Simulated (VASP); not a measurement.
Crystal: BN.

```
CELL_PARAMETERS angstrom
0.00000 1.80750 1.80750
1.80750 0.00000 1.80750
1.80750 1.80750 0.00000
ATOMIC_POSITIONS crystal
B 0.00000 0.00000 0.00000
N 0.75000 0.75000 0.75000
```

Base run:

* Program: VASP 6.6.1
* Functional: PBE
* Potentials or basis: VASP PAW PBE potentials, release 64 (B, N)
* Cutoff: 600 eV
* k mesh: 10 × 10 × 10
* Occupations: gaussian, width 0.01 eV
* Spin: no spin polarisation

Its results: band gap on the k mesh 4.46 eV (least direct gap 8.82 eV); pressure 3.0 GPa.

The run is repeated on the same cell with these changes: k mesh from 10 × 10 × 10 to 7 × 7 × 7. What comes out?

Band gap on the k mesh 4.71 eV (least direct gap 8.82 eV); pressure 3.0 GPa.

Caveats: some runs use coarse meshes; the cell stands under pressure (at least some runs); an odd mesh through Γ misses points on the zone boundary, where band edges can lie (at least some runs).
